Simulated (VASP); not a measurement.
# ZnO (P6_3mc) in VASP: relaxation of cell and atoms with r2SCAN

Aim: the relaxation of cell and atoms of ZnO with r2SCAN.

All numbers are computed with VASP 6.6.1; they aren't measurements. Logs are shortened: lines on timing, memory, paths and dates and some standing lists are left out, and cuts for length are marked.

## Step 1: The cell of the first run

The structure is hexagonal, space group P6_3mc (No. 186). Conventional cell: a = 3.280 Å, b = 3.280 Å, c = 5.293 Å, α = 90.00°, β = 90.00°, γ = 120.00°. Within 2.6 Å of Zn (site symmetry 3m) lie 4 O at 2.00 to 2.01 Å. O (site symmetry 3m) has 4 Zn at 2.00 to 2.01 Å within 2.6 Å.

## Step 2: Relaxation of cell and atoms, r2SCAN

The input, POSCAR:

```
ZnO
1.0
    3.2795251991      0.0000000000      0.0000000000
   -1.6397625995      2.8401521347      0.0000000000
    0.0000000000      0.0000000000      5.2931629342
Zn O
2 2
Direct
    0.3333333333      0.6666666667      0.4999596417
    0.6666666667      0.3333333333     -0.0000403583
    0.6666666667      0.3333333333      0.3790503583
    0.3333333333      0.6666666667      0.8790503583
```

The input, INCAR.step1:

```
SYSTEM = ZnO
ALGO = Normal
EDIFF = 1E-4
ENCUT = 600
GGA = PE
ISMEAR = -1
LASPH = .TRUE.
LCHARG = .FALSE.
LREAL = .FALSE.
LWAVE = .TRUE.
NELM = 100
PREC = Accurate
SIGMA = 0.02
```

The input, INCAR.step2:

```
SYSTEM = ZnO
ALGO = Normal
EDIFF = 1E-6
EDIFFG = -0.005
ENCUT = 600
IBRION = 2
ISIF = 3
ISMEAR = -1
ISTART = 1
LASPH = .TRUE.
LCHARG = .FALSE.
LMIXTAU = .TRUE.
LREAL = .FALSE.
LWAVE = .FALSE.
METAGGA = R2SCAN
NELM = 100
NSW = 80
PREC = Accurate
SIGMA = 0.02
```

The input, KPOINTS:

```
k-points
0
G
  12 12 4
  0 0 0
```

Potentials or basis: VASP PAW PBE potentials, release 64 (Zn, O).

The run is started by

```sh
> cat potpaw_PBE.64/Zn/POTCAR potpaw_PBE.64/O/POTCAR > POTCAR
> cp INCAR.step1 INCAR
> mpirun -np 1 vasp_std > vasp.out
> cp INCAR.step2 INCAR
> mpirun -np 1 vasp_std > vasp.out
```

OUTCAR:

```text
SYSTEM = ZnO
   EDIFF = 1E-6
   EDIFFG = -0.005
   ENCUT = 600
   IBRION = 2
   ISIF = 3
   ISMEAR = -1
   ISTART = 1
   LASPH = .TRUE.
   LREAL = .FALSE.
   METAGGA = R2SCAN
   NELM = 100
   NSW = 80
   PREC = Accurate

 ion  position               nearest neighbor table
   1  0.333  0.667  0.500-   3 2.00   3 2.00   3 2.00   4 2.01
   2  0.667  0.333  1.000-   4 2.00   4 2.00   4 2.00   3 2.01
   3  0.667  0.333  0.379-   1 2.00   1 2.00   1 2.00   2 2.01
   4  0.333  0.667  0.879-   2 2.00   2 2.00   2 2.00   1 2.01

  LATTYP: Found a hexagonal cell.
 ALAT       =     3.2795251991
 C/A-ratio  =     1.6140028244

  Lattice vectors:

 A1 = (   3.2795251991,   0.0000000000,   0.0000000000)
 A2 = (  -1.6397625995,   2.8401521347,   0.0000000000)
 A3 = (   0.0000000000,   0.0000000000,   5.2931629342)

Analysis of symmetry for initial positions (statically):
=====================================================================
 Subroutine PRICEL returns:
 Original cell was already a primitive cell.

 Routine SETGRP: Setting up the symmetry group for a
 hexagonal supercell.

 Subroutine GETGRP returns: Found 12 space group operations
 (whereof  6 operations were pure point group operations)
 out of a pool of 24 trial point group operations.

The static configuration has the point symmetry C_3v.
 The point group associated with its full space group is C_6v.

Analysis of symmetry for dynamics (positions and initial velocities):
=====================================================================
 Subroutine PRICEL returns:
 Original cell was already a primitive cell.

 Routine SETGRP: Setting up the symmetry group for a
 hexagonal supercell.

 Subroutine GETGRP returns: Found 12 space group operations
 (whereof  6 operations were pure point group operations)
 out of a pool of 24 trial point group operations.

The dynamic configuration has the point symmetry C_3v.
 The point group associated with its full space group is C_6v.

 Subroutine INISYM returns: Found 12 space group operations
 (whereof  6 operations are pure point group operations),
 and found     1 'primitive' translations

----------------------------------------------------------------------------------------

                                     Primitive cell

  volume of cell :      49.3024

[... 93 lines left out ...]
   LREAL  =      F    real-space projection
   EDIFFG = -.5E-02   stopping-criterion for IOM
   NSW    =     80    number of steps for IOM
   IBRION =      2    ionic relax: 0-MD 1-quasi-New 2-CG
   NFREE  =      1    steps in history (QN), initial steepest desc. (CG)
   ISIF   =      3    stress and relaxation
   ISYM   =      2    0-nonsym 1-usesym 2-fastsym
   POTIM  = 0.5000    time-step for ionic-motion
   TEBEG  =    0.0;   TEEND  =   0.0 temperature during run
   PSTRESS=    0.0 pullay stress
   NELECT =      36.0000    total number of electrons
   NUPDOWN=      -1.0000    fix difference up-down
   EMIN   =  10.00;   EMAX   =-10.00  energy-range for DOS
   EFERMI =   0.00;   METHOD = LEGACY
   ISMEAR =    -1;   SIGMA  =   0.02  broadening in eV -4-tet -1-fermi 0-gaus
   EFERMI_NEDOS =   21; number of points for ismear=-14 and -15
   IALGO  =     38    algorithm
   IMIX   =      4    mixing-type and parameters
     AMIX     =   0.40;   BMIX     =  1.00
     AMIX_MAG =   1.60;   BMIX_MAG =  1.00
  volume/ion in A,a.u.               =      12.33        83.18
  Fermi-wavevector in a.u.,A,eV,Ry     =   1.474189  2.785813 29.568617  2.173232
  Thomas-Fermi vector in A             =   2.588990
   LORBIT       =      0    0 simple, 1 ext, 2 COOP (PROOUT), +10 PAW based schemes
   METAGGA = R2SCAN    functional components
   LHFCALC =     F    Hartree Fock is set to
   AEXX    =    0.0000 exact exchange contribution
   IVDW    =     0    specifies the selected vdW correction
   LEPSILON=     F    determine dielectric tensor
   LRPA    =     F    only Hartree local field effects (RPA)
 conjugate gradient relaxation of ions
 non-spin polarized calculation
  energy-cutoff  :      600.00
  volume of cell :       49.30
 maximum number of plane-waves:      1677
 NGX is ok and might be reduce to    28
   NGX = 13   NGY = 13   NGZ = 21

--------------------------------------- Ionic step        1  -------------------------------------------

 number of electron      36.0000014 magnetization

 Free energy of the ion-electron system (eV)
  ---------------------------------------------------
  ext. energy  EPLUGINS =         0.00000000
  ---------------------------------------------------
  free energy    TOTEN  =       -36.29561313 eV

  energy without entropy =      -36.29561313  energy(sigma->0) =      -36.29561313

------------------------ aborting loop because EDIFF is reached ----------------------------------------

  FORCE on cell =-STRESS in cart. coord.  units (eV):
  Direction    XX          YY          ZZ          XY          YZ          ZX
  --------------------------------------------------------------------------------------
  -------------------------------------------------------------------------------------
  Total       -1.5715774     -1.5715774     -1.6385422     -0.0000000      0.0000000      0.0000000
  in kB      -51.0714894    -51.0714894    -53.2476404     -0.0000000      0.0000000      0.0000000
  external PRESSURE =     -51.7968731 kB  Pullay stress =       0.0000000 kB
[... 101 lines left out ...]
--------------------------------------- Ionic step        4  -------------------------------------------

 number of electron      36.0000010 magnetization

 Free energy of the ion-electron system (eV)
  ---------------------------------------------------
  ext. energy  EPLUGINS =         0.00000000
  ---------------------------------------------------
  free energy    TOTEN  =       -36.32845185 eV

  energy without entropy =      -36.32845185  energy(sigma->0) =      -36.32845185

 E-fermi :   1.3160     XC(G=0): -11.6792

 val. band max:        0.8744573968   @ k =   0.0000   0.0000   0.0000
 cond. band min:       2.1017469517   @ k =   0.0000   0.0000   0.0000
 fundamental gap:      1.2272895549
 Fermi energy:         1.3159994763

 k-point     1 :       0.0000    0.0000    0.0000
  band No.  band energies     occupation
      1     -18.2327      2.00000
      2     -17.5450      2.00000
      3      -4.9576      2.00000
      4      -4.9575      2.00000
      5      -4.9140      2.00000
      6      -4.8495      2.00000
[... 589 lines left out ...]
     21      10.0743      0.00000
     22      10.4772      0.00000

 [... further k-points ...]
[... 5 lines left out ...]
  --------------------------------------------------------------------------------------
  -------------------------------------------------------------------------------------
  Total       -0.0002888     -0.0002888     -0.0122487     -0.0000000      0.0000000      0.0000000
  in kB       -0.0097492     -0.0097492     -0.4135568     -0.0000000      0.0000000      0.0000000
  external PRESSURE =      -0.1443517 kB  Pullay stress =       0.0000000 kB
[... 19 lines left out ...]
  FREE ENERGIE OF THE ION-ELECTRON SYSTEM (eV)
  ---------------------------------------------------
  free  energy   TOTEN  =       -36.3284518542 eV

  energy  without entropy=      -36.3284518542  energy(sigma->0) =      -36.32845185

 reached required accuracy - stopping structural energy minimisation
```

Wall time 15 min (1 thread of AMD EPYC 7R13 (Zen 3), shared host); peak memory 0.21 GiB.

Results:

```yaml
Free_energy: -36.3285 eV
Relaxed_volume: 11.86 Å³/atom
Relaxed_cell: a = 3.239 Å, b = 3.239 Å, c = 5.224 Å, α = 90.00°, β = 90.00°, γ = 120.00°
Space_group_after_relaxing_to_0.1_Å: P6_3mc (No. 186)
Energy_gained_by_relaxing: 8.2 meV/atom
Ionic_steps: 4
Pressure_after_relaxing: 0.0 GPa
Band_gap_on_the_k_mesh: 1.23 eV
```

The path:
```
step  energy change (eV)  largest force (eV/Å)  pressure (GPa)  volume (Å³)
   1              0.0000                0.0141           -5.18        49.30
   2             -0.0248                0.0119            3.17        46.51
   3             -0.0329                0.0016            0.19        47.39
   4             -0.0328                0.0009           -0.01        47.45
```

Final structure:
```yaml
crystal:
  lattice:
    - [3.23858, 0.00000, 0.00000]
    - [-1.61929, 2.80469, 0.00000]
    - [0.00000, 0.00000, 5.22426]
  atoms:
    - { symbol: Zn, position: [0.33333, 0.66667, 0.50004] }
    - { symbol: Zn, position: [0.66667, 0.33333, 0.00004] }
    - { symbol: O, position: [0.66667, 0.33333, 0.37897] }
    - { symbol: O, position: [0.33333, 0.66667, 0.87897] }
```

Caveat: the PAW data sets were made with another functional, which shifts forces and pressure a little. r2SCAN opens gaps a little over a GGA but as a rule still falls short of measured ones.
